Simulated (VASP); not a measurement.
# Co in VASP: single point with PBE

Aim: the single point of Co with PBE.

Everything below comes from runs of VASP 6.6.1. Logs are shortened: lines on timing, memory, paths and dates and some standing lists are left out, and cuts for length are marked.

**1. The cell of the first run**

The cell holds a slab with vacuum, 6 atoms: a = 2.493 Å, b = 2.493 Å, c = 21.010 Å, α = 90.00°, β = 90.00°, γ = 120.00°.

**2. Single point, PBE, collinear spin, ferromagnetic start**

The input, INCAR:

```
ALGO = Normal
DIPOL = 0.5 0.5 0.500
EDIFF = 1E-6
ENCUT = 520
GGA = PE
IDIPOL = 3
ISIF = 2
ISMEAR = -1
ISPIN = 2
LASPH = True
LCHARG = False
LDIPOL = True
LMAXMIX = 4
LORBIT = 11
LREAL = False
LWAVE = False
MAGMOM = 1.7 1.7 1.7 1.7 1.7 1.7
NBANDS = 40
NELM = 150
PREC = Accurate
SIGMA = 0.1
```

The input, KPOINTS:

```
k-points
0
Gamma
  15 15 1
```

The input, POSCAR:

```
Co
1.0
    2.4930397979      0.0000000000      0.0000000000
   -1.2465198990      2.1590357976      0.0000000000
    0.0000000000      0.0000000000     21.0100000000
Co
6
Direct
    0.8333333333      0.1666666667      0.2617796428
    0.1666666667      0.8333333333      0.3549502502
    0.8333333333      0.1666666667      0.4525290872
    0.1666666667      0.8333333333      0.5474707937
    0.8333333333      0.1666666667      0.6450497041
    0.1666666667      0.8333333333      0.7382203572
```

Potentials or basis: VASP PAW PBE potentials, release 64 (Co).

The run is started by

```bash
cat potpaw_PBE.64/Co/POTCAR > POTCAR
mpirun -np 1 vasp_std > vasp.out
```

OUTCAR:

```text
EDIFF = 1E-6
   ENCUT = 520
   GGA = PE
   ISIF = 2
   ISMEAR = -1
   ISPIN = 2
   LASPH = True
   LORBIT = 11
   LREAL = False
   NELM = 150
   PREC = Accurate

 ion  position               nearest neighbor table
   1  0.833  0.167  0.262-   2 2.43   2 2.43   2 2.43
   2  0.167  0.833  0.355-   1 2.43   1 2.43   1 2.43   3 2.50   3 2.50   3 2.50
   3  0.833  0.167  0.453-   4 2.46   4 2.46   4 2.46   2 2.50   2 2.50   2 2.50
   4  0.167  0.833  0.547-   3 2.46   3 2.46   3 2.46   5 2.50   5 2.50   5 2.50
   5  0.833  0.167  0.645-   6 2.43   6 2.43   6 2.43   4 2.50   4 2.50   4 2.50
   6  0.167  0.833  0.738-   5 2.43   5 2.43   5 2.43

  LATTYP: Found a hexagonal cell.
 ALAT       =     2.4930397979
 C/A-ratio  =     8.4274627375

  Lattice vectors:

 A1 = (   2.4930397979,   0.0000000000,   0.0000000000)
 A2 = (  -1.2465198990,   2.1590357976,   0.0000000000)
 A3 = (   0.0000000000,   0.0000000000,  21.0100000000)

Analysis of symmetry for initial positions (statically):
=====================================================================
 Subroutine PRICEL returns:
 Original cell was already a primitive cell.

 Routine SETGRP: Setting up the symmetry group for a
 hexagonal supercell.

 Subroutine GETGRP returns: Found 12 space group operations
 (whereof  4 operations were pure point group operations)
 out of a pool of 24 trial point group operations.

The static configuration has the point symmetry C_2h.
 The point group associated with its full space group is D_3d.

Analysis of symmetry for dynamics (positions and initial velocities):
=====================================================================
 Subroutine PRICEL returns:
 Original cell was already a primitive cell.

 Routine SETGRP: Setting up the symmetry group for a
 hexagonal supercell.

 Subroutine GETGRP returns: Found 12 space group operations
 (whereof  4 operations were pure point group operations)
 out of a pool of 24 trial point group operations.

The dynamic configuration has the point symmetry C_2h.
 The point group associated with its full space group is D_3d.

Analysis of structural, dynamic, and magnetic symmetry:
=====================================================================
 Subroutine PRICEL returns:
 Original cell was already a primitive cell.

 Routine SETGRP: Setting up the symmetry group for a
 hexagonal supercell.

 Subroutine GETGRP returns: Found 12 space group operations
 (whereof  4 operations were pure point group operations)
 out of a pool of 24 trial point group operations.

The overall configuration has the point symmetry C_2h.
 The point group associated with its full space group is D_3d.

 Subroutine INISYM returns: Found 12 space group operations
 (whereof  4 operations are pure point group operations),
 and found     1 'primitive' translations

----------------------------------------------------------------------------------------

                                     Primitive cell

  volume of cell :     113.0876

  direct lattice vectors                    reciprocal lattice vectors
     2.493039798  0.000000000  0.000000000     0.401116741  0.231584859  0.000000000
    -1.246519899  2.159035798  0.000000000     0.000000000  0.463169717  0.000000000
     0.000000000  0.000000000 21.010000000     0.000000000  0.000000000  0.047596383

  length of vectors
     2.493039798  2.493039798 21.010000000     0.463169717  0.463169717  0.047596383

  position of ions in fractional coordinates (direct lattice)
     0.833333333  0.166666667  0.261779643
     0.166666667  0.833333333  0.354950250
     0.833333333  0.166666667  0.452529087
     0.166666667  0.833333333  0.547470794
     0.833333333  0.166666667  0.645049704
     0.166666667  0.833333333  0.738220357

  ion indices of the primitive-cell ions
   primitive index   ion index
                 1           1
                 2           2
                 3           3
                 4           4
                 5           5
[... 55 lines left out ...]
   k-points           NKPTS =     27   k-points in BZ     NKDIM =     27   number of bands    NBANDS=     40
   number of dos      NEDOS =    301   number of ions     NIONS =      6
   total plane-waves  NPLWV =  64000
   dimension x,y,z NGX =    20 NGY =   20 NGZ =  160
   dimension x,y,z NGXF=    40 NGYF=   40 NGZF=  320
   ions per type =               6
   NGX,Y,Z   is equivalent  to a cutoff of  13.34, 13.34, 12.66 a.u.
   NGXF,Y,Z  is equivalent  to a cutoff of  26.67, 26.67, 25.32 a.u.
 SYSTEM =  unknown system
   PREC   = accura    normal or accurate (medium, high low for compatibility)
   ISTART =      0    job   : 0-new  1-cont  2-samecut
   ICHARG =      2    charge: 1-file 2-atom 10-const
   ISPIN  =      2    spin polarized calculation?
   LNONCOLLINEAR =      F non collinear calculations
   LSORBIT =      F    spin-orbit coupling
   LASPH  =      T    aspherical Exc in radial PAW
   ENCUT  =  520.0 eV  38.22 Ry    6.18 a.u.   4.64  4.64 39.06*2*pi/ulx,y,z
   NELM   =    150;   NELMIN=  2; NELMDL= -5     # of ELM steps
   EDIFF  = 0.1E-05   stopping-criterion for ELM
   LREAL  =      F    real-space projection
   EDIFFG = 0.1E-04   stopping-criterion for IOM
   NSW    =      0    number of steps for IOM
   IBRION =     -1    ionic relax: 0-MD 1-quasi-New 2-CG
   NFREE  =      0    steps in history (QN), initial steepest desc. (CG)
   ISIF   =      2    stress and relaxation
   ISYM   =      2    0-nonsym 1-usesym 2-fastsym
   POTIM  = 0.5000    time-step for ionic-motion
   TEBEG  =    0.0;   TEEND  =   0.0 temperature during run
   PSTRESS=    0.0 pullay stress
   NELECT =      54.0000    total number of electrons
   NUPDOWN=      -1.0000    fix difference up-down
   EMIN   =  10.00;   EMAX   =-10.00  energy-range for DOS
   EFERMI =   0.00;   METHOD = LEGACY
   ISMEAR =    -1;   SIGMA  =   0.10  broadening in eV -4-tet -1-fermi 0-gaus
   EFERMI_NEDOS =   21; number of points for ismear=-14 and -15
   IALGO  =     38    algorithm
   IMIX   =      4    mixing-type and parameters
     AMIX     =   0.40;   BMIX     =  1.00
     AMIX_MAG =   1.60;   BMIX_MAG =  1.00
  volume/ion in A,a.u.               =      18.85       127.19
  Fermi-wavevector in a.u.,A,eV,Ry     =   1.279581  2.418057 22.277187  1.637327
  Thomas-Fermi vector in A             =   2.412058
   LORBIT       =     11    0 simple, 1 ext, 2 COOP (PROOUT), +10 PAW based schemes
   GGA     = PE    functional components
   LHFCALC =     F    Hartree Fock is set to
   AEXX    =    0.0000 exact exchange contribution
   IVDW    =     0    specifies the selected vdW correction
   LEPSILON=     F    determine dielectric tensor
   LRPA    =     F    only Hartree local field effects (RPA)
 spin polarized calculation
  energy-cutoff  :      520.00
  volume of cell :      113.09
 maximum number of plane-waves:      3078
 NGX is ok and might be reduce to    20
   NGX =  9   NGY =  9   NGZ = 79

 number of electron      53.9999994 magnetization      10.0183680

 number of electron      53.9999993 magnetization       9.9135635

 dipolmoment           0.000000      0.000000      0.000013 electrons x Angstroem

 Free energy of the ion-electron system (eV)
  ---------------------------------------------------
  ext. energy  EPLUGINS =         0.00000000
  ---------------------------------------------------
  free energy    TOTEN  =       -40.88387025 eV

  energy without entropy =      -40.70053640  energy(sigma->0) =      -40.79220333

 E-fermi :   3.9223     XC(G=0):  -8.6093

 val. band max:        3.9217482358   @ k =   0.4000   0.0000   0.0000
 cond. band min:       3.9459883756   @ k =   0.1333   0.1333   0.0000
 fundamental gap:      0.0242401398
 Fermi energy:         3.9222824387

 spin component 1

 k-point     1 :       0.0000    0.0000    0.0000
  band No.  band energies     occupation
      1      -4.7838      1.00000
      2      -4.1473      1.00000
      3      -3.1360      1.00000
      4      -1.9972      1.00000
      5      -1.3980      1.00000
      6      -1.2436      1.00000
[... 997 lines left out ...]
     38      11.1950      0.00000
     39      12.1754      0.00000

 [... further k-points ...]

 spin component 2

 k-point     1 :       0.0000    0.0000    0.0000
  band No.  band energies     occupation
      1      -4.7853      1.00000
      2      -4.1368      1.00000
      3      -3.0887      1.00000
      4      -1.7801      1.00000
      5      -0.7949      1.00000
      6      -0.3708      1.00000
[... 997 lines left out ...]
     38      11.8945      0.00000
     39      12.8224      0.00000

 [... further k-points ...]

 [bands above 39 left out]

------------------------ aborting loop because EDIFF is reached ----------------------------------------

 vacuum level on the upper side and lower side of the slab       (xc-potential included)        -0.360        -0.360

  FORCE on cell =-STRESS in cart. coord.  units (eV):
  Direction    XX          YY          ZZ          XY          YZ          ZX
  --------------------------------------------------------------------------------------
  -------------------------------------------------------------------------------------
  Total       -1.5218703     -1.5218703     -0.2990887      0.0000000      0.0000000      0.0000000
  in kB      -21.5612088    -21.5612088     -4.2373610      0.0000000      0.0000000      0.0000000
  external PRESSURE =     -15.7865929 kB  Pullay stress =       0.0000000 kB

 VOLUME and BASIS-vectors are now :
 -----------------------------------------------------------------------------
  energy-cutoff  :      520.00
  volume of cell :      113.09
      direct lattice vectors                 reciprocal lattice vectors
     2.493039798  0.000000000  0.000000000     0.401116741  0.231584859  0.000000000
    -1.246519899  2.159035798  0.000000000     0.000000000  0.463169717  0.000000000
     0.000000000  0.000000000 21.010000000     0.000000000  0.000000000  0.047596383

 POSITION                                       TOTAL-FORCE (eV/Angst)
 -----------------------------------------------------------------------------------
      1.86978      0.35984      5.49999        -0.000000      0.000000      0.032252
     -0.62326      1.79920      7.45750        -0.000000      0.000000     -0.004571
      1.86978      0.35984      9.50764         0.000000      0.000000     -0.003711
     -0.62326      1.79920     11.50236        -0.000000     -0.000000      0.003711
      1.86978      0.35984     13.55249         0.000000     -0.000000      0.004571
     -0.62326      1.79920     15.51001         0.000000     -0.000000     -0.032252
 -----------------------------------------------------------------------------------
    total drift:                                0.000000     -0.000000      0.001910

  FREE ENERGIE OF THE ION-ELECTRON SYSTEM (eV)
  ---------------------------------------------------
  free  energy   TOTEN  =       -40.8838702522 eV

  energy  without entropy=      -40.7005363996  energy(sigma->0) =      -40.79220333

 vacuum level on the upper side and lower side of the slab         8.514         8.514

 total charge

# of ion       s       p       d       tot
------------------------------------------
    1        0.485   0.411   7.242   8.138
    2        0.488   0.526   7.268   8.282
    3        0.487   0.519   7.262   8.268
    4        0.487   0.519   7.262   8.268
    5        0.488   0.526   7.268   8.282
    6        0.485   0.411   7.242   8.138
--------------------------------------------------
tot          2.922   2.911  43.542  49.375

 magnetization (x)

# of ion       s       p       d       tot
------------------------------------------
    1       -0.011  -0.040   1.780   1.729
    2       -0.015  -0.055   1.728   1.657
    3       -0.014  -0.054   1.694   1.627
    4       -0.014  -0.054   1.694   1.627
    5       -0.015  -0.055   1.728   1.657
    6       -0.011  -0.040   1.780   1.729
--------------------------------------------------
tot         -0.081  -0.298  10.404  10.026
```

Run time: 8 min. Hardware: 1 thread of Intel Xeon Platinum 8488C (Sapphire Rapids), shared host; peak memory 0.39 GiB.

What came out:

```
Free energy                                           : -40.8839 eV
Largest force                                         : 0.032 eV/Å
Net moment                                            : 9.91 μB per cell
Site moments                                          : Co +1.73, +1.66, +1.63 (each value once) μB
Valence electrons inside the program's atomic spheres : Co 8.14, 8.28, 8.27 (each value once)
```

Forces on the atoms (eV/Å):
```
Co   0.000  0.000  0.032
Co   0.000  0.000 -0.005
Co   0.000  0.000 -0.004
Co   0.000  0.000  0.004
Co   0.000  0.000  0.005
Co   0.000  0.000 -0.032
```

Levels at points of the mesh, in eV from the Fermi level:
Spin up:
```
           k point  band 31  band 32  band 33  band 34  band 35  band 36
(0.00, 0.00, 0.00)    -1.02    -0.92    -0.92    -0.88    -0.88    -0.37
```
Spin down:
| k point | band 18 | band 19 | band 20 | band 21 | band 22 | band 23 | band 24 | band 25 |
| --- | --- | --- | --- | --- | --- | --- | --- | --- |
| (0.00, 0.00, 0.00) | -0.84 | -0.84 | -0.72 | -0.72 | -0.66 | -0.66 | -0.08 | -0.02 |
